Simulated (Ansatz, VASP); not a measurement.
Given: the input of a run of VASP 6.6.1 on AgCl.

Contents of INCAR:

```
SYSTEM = AgCl
ALGO = Normal
EDIFF = 1E-7
ENCUT = 520
ISIF = 2
ISMEAR = -1
LASPH = .True.
LCHARG = .False.
LREAL = .False.
LWAVE = .False.
NBANDS = 16
NELM = 100
PREC = Accurate
SIGMA = 0.05
```

The input KPOINTS:

```
k-points
0
Gamma
  8 8 8
  0 0 0
```

File POSCAR:

```
AgCl
1.0
    0.0000000000      2.7166437422      2.7166437422
    2.7166437422      0.0000000000      2.7166437422
    2.7166437422      2.7166437422      0.0000000000
Ag Cl
1 1
Direct
    0.0000000000      0.0000000000      0.0000000000
    0.5000000000      0.5000000000      0.5000000000
```

Potentials or basis: VASP PAW LDA potentials, release 64 (Ag, Cl).

Run with:

```console
$ cat potpaw_LDA.64/Ag/POTCAR potpaw_LDA.64/Cl/POTCAR > POTCAR
$ mpirun -np 1 vasp_std > vasp.out
```

Translate it to Ansatz 0.2.0. Potentials there: all-electron LAPW, scalar-relativistic.

As run (the cutoff follows the program's own potentials):

Contents of input.yaml:

```yaml
crystal:
  lattice:
    - [0.0, 2.7166437422, 2.7166437422]
    - [2.7166437422, 0.0, 2.7166437422]
    - [2.7166437422, 2.7166437422, 0.0]
  atoms:
    - { symbol: Ag, position: [0.0, 0.0, 0.0] }
    - { symbol: Cl, position: [0.5, 0.5, 0.5] }
kpoints:
  mp_grid: { grid: [8, 8, 8] }
scf:
  occupations: { method: fermi_dirac, width: 0.05 }
hamiltonian:
  xc: lda
  pseudopotentials: { kind: all_electron, lapw: { basis_error: 0.001 } }
output:
  forces: true
  stress: true
  eigenvalues: true
```

Potentials or basis: all-electron LAPW, scalar-relativistic.

Launch:

```sh
$ ansatz run input.yaml --threads 1 --pin off --max-ram 3072MiB --backend cpu --events-out ev --progress --plain --runs-dir out
```

Both were run:

|  | VASP | Ansatz | Ansatz less VASP |
| --- | --- | --- | --- |
| gap on the k mesh at the Fermi level (eV) | 0.64 | 0.62 | -0.028 |
| least direct gap on the mesh (eV) | 3.19 | 3.16 | -0.024 |
| pressure (GPa) | -2.7 | -2.7 | +0.01 |

LDA's correlation is that of Perdew and Zunger in VASP and of Perdew and Wang (1992) in Ansatz. Ansatz ran all-electron here, and VASP with PAW potentials.
